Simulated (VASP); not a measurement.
# TiH (F-43m) in VASP: a series of runs

TiH is run at these levels: r2SCAN; tasks: single point, relaxation of cell and atoms.

Program: VASP 6.6.1. These are calculated values, not measurements. Logs are shortened: lines on timing, memory, paths and dates and some standing lists are left out, and cuts for length are marked.

### 1 The cell of the first run

The structure is cubic, space group F-43m (No. 216). Conventional cell: a = 4.327 Å, b = 4.327 Å, c = 4.327 Å, α = 90.00°, β = 90.00°, γ = 90.00°. Ti (site symmetry -43m) has 4 H at 1.87 Å within 2.5 Å. H (site symmetry -43m) has 4 Ti at 1.87 Å within 2.5 Å.

### 2 Single point, r2SCAN

Input file POSCAR:

```
TiH
1.0
    0.0000000000      2.1635935558      2.1635935558
    2.1635935558      0.0000000000      2.1635935558
    2.1635935558      2.1635935558      0.0000000000
Ti H
1 1
Direct
    0.0000000000      0.0000000000      0.0000000000
    0.7500000000      0.7500000000      0.7500000000
```

Input file INCAR.step1:

```
  PREC = Accurate
  ENCUT = 520
  ISMEAR = 0
  SIGMA = 0.1
  LREAL = False
  LASPH = True
  NELM = 60
  NBANDS = 14
  GGA = PE
  ALGO = Normal
  EDIFF = 1E-4
  LWAVE = True
  LCHARG = False
```

Input file INCAR.step2:

```
  PREC = Accurate
  ENCUT = 520
  EDIFF = 1E-7
  ISMEAR = 0
  SIGMA = 0.1
  LREAL = False
  LASPH = True
  NELM = 60
  ALGO = Normal
  ISIF = 2
  LWAVE = False
  LCHARG = True
  METAGGA = R2SCAN
  LMIXTAU = True
  LELF = True
  LVHAR = True
  NBANDS = 14
  ISTART = 1
```

Input file KPOINTS:

```
regular mesh
0
Gamma
  6 6 6
```

Potentials or basis: VASP PAW PBE potentials, release 64 (Ti_sv, H).

Launch:

```bash
cat potpaw_PBE.64/Ti_sv/POTCAR potpaw_PBE.64/H/POTCAR > POTCAR
cp INCAR.step1 INCAR
mpirun -np 1 vasp_std > vasp.out
cp INCAR.step2 INCAR
mpirun -np 1 vasp_std > vasp.out
```

OUTCAR:

```text
PREC = Accurate
   ENCUT = 520
   EDIFF = 1E-7
   ISMEAR = 0
   LREAL = False
   LASPH = True
   NELM = 60
   ISIF = 2
   METAGGA = R2SCAN
   ISTART = 1

 ion  position               nearest neighbor table
   1  0.000  0.000  0.000-   2 1.87   2 1.87   2 1.87   2 1.87
   2  0.750  0.750  0.750-   1 1.87   1 1.87   1 1.87   1 1.87

  LATTYP: Found a face centered cubic cell.
 ALAT       =     4.3271871116

  Lattice vectors:

 A1 = (   0.0000000000,   2.1635935558,   2.1635935558)
 A2 = (   2.1635935558,   0.0000000000,   2.1635935558)
 A3 = (   2.1635935558,   2.1635935558,   0.0000000000)

Analysis of symmetry for initial positions (statically):
=====================================================================
 Subroutine PRICEL returns:
 Original cell was already a primitive cell.

 Routine SETGRP: Setting up the symmetry group for a
 face centered cubic supercell.

 Subroutine GETGRP returns: Found 24 space group operations
 (whereof 24 operations were pure point group operations)
 out of a pool of 48 trial point group operations.

The static configuration has the point symmetry T_d .

Analysis of symmetry for dynamics (positions and initial velocities):
=====================================================================
 Subroutine PRICEL returns:
 Original cell was already a primitive cell.

 Routine SETGRP: Setting up the symmetry group for a
 face centered cubic supercell.

 Subroutine GETGRP returns: Found 24 space group operations
 (whereof 24 operations were pure point group operations)
 out of a pool of 48 trial point group operations.

The dynamic configuration has the point symmetry T_d .

 Subroutine INISYM returns: Found 24 space group operations
 (whereof 24 operations are pure point group operations),
 and found     1 'primitive' translations

----------------------------------------------------------------------------------------

                                     Primitive cell

  volume of cell :      20.2562

  direct lattice vectors                    reciprocal lattice vectors
     0.000000000  2.163593556  2.163593556    -0.231097009  0.231097009  0.231097009
     2.163593556  0.000000000  2.163593556     0.231097009 -0.231097009  0.231097009
     2.163593556  2.163593556  0.000000000     0.231097009  0.231097009 -0.231097009

  length of vectors
     3.059783350  3.059783350  3.059783350     0.400271762  0.400271762  0.400271762

  position of ions in fractional coordinates (direct lattice)
     0.000000000  0.000000000  0.000000000
     0.750000000  0.750000000  0.750000000

  ion indices of the primitive-cell ions
   primitive index   ion index
                 1           1
                 2           2

----------------------------------------------------------------------------------------

 KPOINTS: regular mesh

Automatic generation of k-mesh.
 Grid dimensions read from file:
 generate k-points for:    6    6    6

 Generating k-lattice:

  Cartesian coordinates                     Fractional coordinates (reciprocal lattice)
    -0.038516168  0.038516168  0.038516168     0.166666667  0.000000000  0.000000000
     0.038516168 -0.038516168  0.038516168     0.000000000  0.166666667  0.000000000
     0.038516168  0.038516168 -0.038516168     0.000000000  0.000000000  0.166666667

  Length of vectors
     0.066711960  0.066711960  0.066711960

  Shift w.r.t. Gamma in fractional coordinates (k-lattice)
     0.000000000  0.000000000  0.000000000

 Subroutine IBZKPT returns following result:
 ===========================================

 Found     16 irreducible k-points:

 Following reciprocal coordinates:
            Coordinates               Weight
  0.000000  0.000000  0.000000      1.000000
  0.166667  0.000000  0.000000      8.000000
  0.333333  0.000000  0.000000      8.000000
  0.500000  0.000000  0.000000      4.000000
  0.166667  0.166667  0.000000      6.000000
  0.333333  0.166667  0.000000     24.000000
[... 8 lines left out ...]
 -0.333333  0.333333  0.166667     24.000000
 -0.333333  0.500000  0.166667     12.000000
   k-points           NKPTS =     16   k-points in BZ     NKDIM =     16   number of bands    NBANDS=     14
   number of dos      NEDOS =    301   number of ions     NIONS =      2
   total plane-waves  NPLWV =  13824
   dimension x,y,z NGX =    24 NGY =   24 NGZ =   24
   dimension x,y,z NGXF=    48 NGYF=   48 NGZF=   48
   ions per type =               1   1
   NGX,Y,Z   is equivalent  to a cutoff of  13.04, 13.04, 13.04 a.u.
   NGXF,Y,Z  is equivalent  to a cutoff of  26.08, 26.08, 26.08 a.u.
 SYSTEM =  unknown system
   PREC   = accura    normal or accurate (medium, high low for compatibility)
   ISTART =      1    job   : 0-new  1-cont  2-samecut
   ICHARG =      0    charge: 1-file 2-atom 10-const
   ISPIN  =      1    spin polarized calculation?
   LNONCOLLINEAR =      F non collinear calculations
   LSORBIT =      F    spin-orbit coupling
   LASPH  =      T    aspherical Exc in radial PAW
   ENCUT  =  520.0 eV  38.22 Ry    6.18 a.u.   5.69  5.69  5.69*2*pi/ulx,y,z
   NELM   =     60;   NELMIN=  2; NELMDL=  0     # of ELM steps
   EDIFF  = 0.1E-06   stopping-criterion for ELM
   LREAL  =      F    real-space projection
   EDIFFG = 0.1E-05   stopping-criterion for IOM
   NSW    =      0    number of steps for IOM
   IBRION =     -1    ionic relax: 0-MD 1-quasi-New 2-CG
   NFREE  =      0    steps in history (QN), initial steepest desc. (CG)
   ISIF   =      2    stress and relaxation
   ISYM   =      2    0-nonsym 1-usesym 2-fastsym
   POTIM  = 0.5000    time-step for ionic-motion
   TEBEG  =    0.0;   TEEND  =   0.0 temperature during run
   PSTRESS=    0.0 pullay stress
   NELECT =      13.0000    total number of electrons
   NUPDOWN=      -1.0000    fix difference up-down
   EMIN   =  10.00;   EMAX   =-10.00  energy-range for DOS
   EFERMI =   0.00;   METHOD = LEGACY
   ISMEAR =     0;   SIGMA  =   0.10  broadening in eV -4-tet -1-fermi 0-gaus
   EFERMI_NEDOS =   21; number of points for ismear=-14 and -15
   IALGO  =     38    algorithm
   IMIX   =      4    mixing-type and parameters
     AMIX     =   0.40;   BMIX     =  1.00
     AMIX_MAG =   1.60;   BMIX_MAG =  1.00
  volume/ion in A,a.u.               =      10.13        68.35
  Fermi-wavevector in a.u.,A,eV,Ry     =   1.412116  2.668512 27.130978  1.994071
  Thomas-Fermi vector in A             =   2.533897
   LORBIT       =      0    0 simple, 1 ext, 2 COOP (PROOUT), +10 PAW based schemes
   METAGGA = R2SCAN    functional components
   LHFCALC =     F    Hartree Fock is set to
   AEXX    =    0.0000 exact exchange contribution
   IVDW    =     0    specifies the selected vdW correction
   LEPSILON=     F    determine dielectric tensor
   LRPA    =     F    only Hartree local field effects (RPA)
 non-spin polarized calculation
 Gauss-broadening in eV      SIGMA  =   0.10
  energy-cutoff  :      520.00
  volume of cell :       20.26
 maximum number of plane-waves:       556
   NGX = 11   NGY = 11   NGZ = 11

 number of electron      13.0000000 magnetization

 Free energy of the ion-electron system (eV)
  ---------------------------------------------------
  ext. energy  EPLUGINS =         0.00000000
  ---------------------------------------------------
  free energy    TOTEN  =       -17.10546847 eV

  energy without entropy =      -17.09435155  energy(sigma->0) =      -17.09991001

 E-fermi :   7.3123     XC(G=0): -12.2116

 val. band max:        7.1659786254   @ k =   0.5000   0.3333   0.0000
 cond. band min:       7.3342715644   @ k =   0.5000   0.1667   0.0000
 fundamental gap:      0.1682929390
 Fermi energy:         7.3122624239

 k-point     1 :       0.0000    0.0000    0.0000
  band No.  band energies     occupation
      1     -51.9880      2.00000
      2     -26.9395      2.00000
      3     -26.9395      2.00000
      4     -26.9395      2.00000
      5      -1.8940      2.00000
      6       7.8339      0.00000
      7       7.8339      0.00000
      8       7.8339      0.00000
      9       9.6153      0.00000
     10       9.6153      0.00000
     11      13.9366      0.00000
     12      25.7844      0.00000
     13      25.7844      0.00000
     14      25.7844      0.00000

 k-point     2 :       0.1667    0.0000    0.0000
  band No.  band energies     occupation
      1     -51.9698      2.00000
      2     -27.0581      2.00000
      3     -26.9543      2.00000
      4     -26.9542      2.00000
      5      -1.2530      2.00000
      6       6.9343      2.00000
      7       8.0647      0.00000
      8       8.0648      0.00000
      9       9.5100      0.00000
     10       9.5100      0.00000
     11      14.9731      0.00000
     12      21.9401      0.00000
     13      25.7690      0.00000
     14      25.7690      0.00000

 k-point     3 :       0.3333    0.0000    0.0000
  band No.  band energies     occupation
      1     -51.9333      2.00000
      2     -27.2897      2.00000
      3     -26.9836      2.00000
      4     -26.9836      2.00000
      5       0.0981      2.00000
      6       6.1032      2.00000
      7       8.0698      0.00000
      8       8.0699      0.00000
      9       9.9371      0.00000
     10       9.9371      0.00000
     11      14.8686      0.00000
     12      18.5863      0.00000
     13      24.9233      0.00000
     14      24.9234      0.00000
[... 188 lines left out ...]
 k-point    15 :      -0.3333    0.3333    0.1667
  band No.  band energies     occupation
      1     -51.8969      2.00000
      2     -27.2999      2.00000
      3     -27.1781      2.00000
      4     -27.0606      2.00000
      5       1.3871      2.00000
      6       6.0526      2.00000
      7       6.7824      2.00000
      8       9.0474      0.00000
      9      10.2213      0.00000
     10      12.1205      0.00000
     11      13.4629      0.00000
     12      16.9316      0.00000
     13      18.0465      0.00000
     14      23.8971      0.00000

 k-point    16 :      -0.3333    0.5000    0.1667
  band No.  band energies     occupation
      1     -51.8909      2.00000
      2     -27.3150      2.00000
      3     -27.1667      2.00000
      4     -27.1003      2.00000
      5       1.5637      2.00000
      6       5.4850      2.00000
      7       7.0091      1.99998
      8       9.5844      0.00000
      9      10.5630      0.00000
     10      11.8235      0.00000
     11      14.9537      0.00000
     12      15.9623      0.00000
     13      16.4874      0.00000
     14      23.0066      0.00000

------------------------ aborting loop because EDIFF is reached ----------------------------------------

  FORCE on cell =-STRESS in cart. coord.  units (eV):
  Direction    XX          YY          ZZ          XY          YZ          ZX
  --------------------------------------------------------------------------------------
  -------------------------------------------------------------------------------------
  Total        0.0175854      0.0175854      0.0175854      0.0000000      0.0000000      0.0000000
  in kB        1.3909329      1.3909329      1.3909329      0.0000000      0.0000000      0.0000000
  external PRESSURE =       1.3909329 kB  Pullay stress =       0.0000000 kB

 VOLUME and BASIS-vectors are now :
 -----------------------------------------------------------------------------
  energy-cutoff  :      520.00
  volume of cell :       20.26
      direct lattice vectors                 reciprocal lattice vectors
     0.000000000  2.163593556  2.163593556    -0.231097009  0.231097009  0.231097009
     2.163593556  0.000000000  2.163593556     0.231097009 -0.231097009  0.231097009
     2.163593556  2.163593556  0.000000000     0.231097009  0.231097009 -0.231097009

 POSITION                                       TOTAL-FORCE (eV/Angst)
 -----------------------------------------------------------------------------------
      0.00000      0.00000      0.00000        -0.000000     -0.000000     -0.000000
      3.24539      3.24539      3.24539         0.000000      0.000000      0.000000
 -----------------------------------------------------------------------------------
    total drift:                                0.000000      0.000000      0.000000

  FREE ENERGIE OF THE ION-ELECTRON SYSTEM (eV)
  ---------------------------------------------------
  free  energy   TOTEN  =       -17.1054684679 eV

  energy  without entropy=      -17.0943515468  energy(sigma->0) =      -17.09991001
```

Run time: 12 s. Hardware: 1 thread of Intel Xeon 6975P-C (Granite Rapids), shared host; peak memory 0.14 GiB.

What came out:

```yaml
Free_energy: -17.1055 eV
Pressure: 0.1 GPa
```

Levels at points of the mesh, in eV from the Fermi level:
```
           k point  band 4  band 5  band 6  band 7  band 8  band 9
(0.00, 0.00, 0.00)  -34.25   -9.21    0.52    0.52    0.52    2.30
(0.50, 0.00, 0.00)  -34.31   -6.56   -1.07    0.60    0.60    3.11
(0.50, 0.50, 0.00)  -34.41   -5.77   -2.49    0.14    3.22    3.24
```

Caveat: the k points lie up to 0.42 Å⁻¹ apart; the PAW data sets were made with another functional, which shifts forces and pressure a little.

### 3 Single point, r2SCAN

This run uses another cell than the first one, of 10.50 Å³/atom, 1.036 times its volume.

Input file POSCAR:

```
TiH
1.0
    0.0000000000      2.1895236351      2.1895236351
    2.1895236351      0.0000000000      2.1895236351
    2.1895236351      2.1895236351      0.0000000000
Ti H
1 1
Direct
    0.0000000000      0.0000000000      0.0000000000
    0.7500000000      0.7500000000      0.7500000000
```

Input file INCAR.step1:

```
SYSTEM = TiH
PREC = Accurate
ENCUT = 520
ISMEAR = 0
SIGMA = 0.1
LREAL = .FALSE.
LASPH = .TRUE.
NELM = 80
NBANDS = 14
GGA = PE
ALGO = Normal
EDIFF = 1E-4
LWAVE = .TRUE.
LCHARG = .FALSE.
```

Input file INCAR.step2:

```
SYSTEM = TiH
PREC = Accurate
ENCUT = 520
EDIFF = 1E-6
ISMEAR = 0
SIGMA = 0.1
LREAL = .FALSE.
LASPH = .TRUE.
NELM = 80
ALGO = Normal
ISIF = 2
LWAVE = .FALSE.
LCHARG = .FALSE.
METAGGA = R2SCAN
LMIXTAU = .TRUE.
NBANDS = 14
ISTART = 1
```

Input file KPOINTS:

```
Automatic mesh
0
G
  8 8 8
  0 0 0
```

Potentials or basis: VASP PAW PBE potentials, release 64 (Ti_sv, H).

Launch:

```bash
cat potpaw_PBE.64/Ti_sv/POTCAR potpaw_PBE.64/H/POTCAR > POTCAR
cp INCAR.step1 INCAR
mpirun -np 1 vasp_std > vasp.out
cp INCAR.step2 INCAR
mpirun -np 1 vasp_std > vasp.out
```

Run time: 14 s. Hardware: 1 thread of Intel Xeon 6975P-C (Granite Rapids), shared host; peak memory 0.14 GiB.

Results (log left out):

| Quantity | Value |
| --- | --- |
| Free energy | -17.1078 eV |
| Pressure | -4.7 GPa |

Levels at points of the mesh, in eV from the Fermi level:
```tsv
k point	band 4	band 5	band 6	band 7	band 8	band 9
(0.00, 0.00, 0.00)	-34.31	-9.02	0.55	0.55	0.55	2.24
(0.50, 0.00, 0.00)	-34.36	-6.41	-1.04	0.62	0.62	3.01
(0.50, 0.50, 0.00)	-34.45	-5.63	-2.34	0.14	3.11	3.13
```

Caveat: the PAW data sets were made with another functional, which shifts forces and pressure a little.

[end of part 1 of 2]
